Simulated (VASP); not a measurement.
Input of a VASP 6.6.1 run:

INCAR

```
PREC = Accurate ; ENCUT = 520
EDIFF = 1E-7 ; ISMEAR = -1
SIGMA = 0.1 ; LREAL = F
LASPH = T ; NELM = 100
ALGO = Normal ; ISIF = 2
LWAVE = F ; LCHARG = T
GGA = RP ; LELF = T
LVHAR = T ; NBANDS = 25
```

KPOINTS

```
Automatic mesh
0
Gamma
  9 9 12
```

The input POSCAR:

```
Ti
1.0
    4.6896537308      0.0000000000      0.0000000000
   -2.3448268654      4.0613592658      0.0000000000
    0.0000000000      0.0000000000      2.8943505381
Ti
3
Direct
    0.0000000000      0.0000000000      0.0000000000
    0.3333333333      0.6666666667      0.5000000000
    0.6666666667      0.3333333333      0.5000000000
```

Potentials or basis: VASP PAW PBE potentials, release 64 (Ti_sv).

Command:

```bash
$ cat potpaw_PBE.64/Ti_sv/POTCAR > POTCAR
$ mpirun -np 1 vasp_std > vasp.out
```

**Question.** What does it give for the band gap on the k mesh?

**Answer.** Zero (bands 18 and 19 overlap by 0.19 eV).

**Question.** Estimate the pressure.

**Answer.** -4.0 GPa.

Stress tensor (GPa, compression positive):
```
-3.93  0.00  0.00
 0.00 -3.93  0.00
 0.00  0.00 -4.11
```

Caveat: the cell stands under tension; the PAW data sets were made with another functional, which shifts forces and pressure a little.
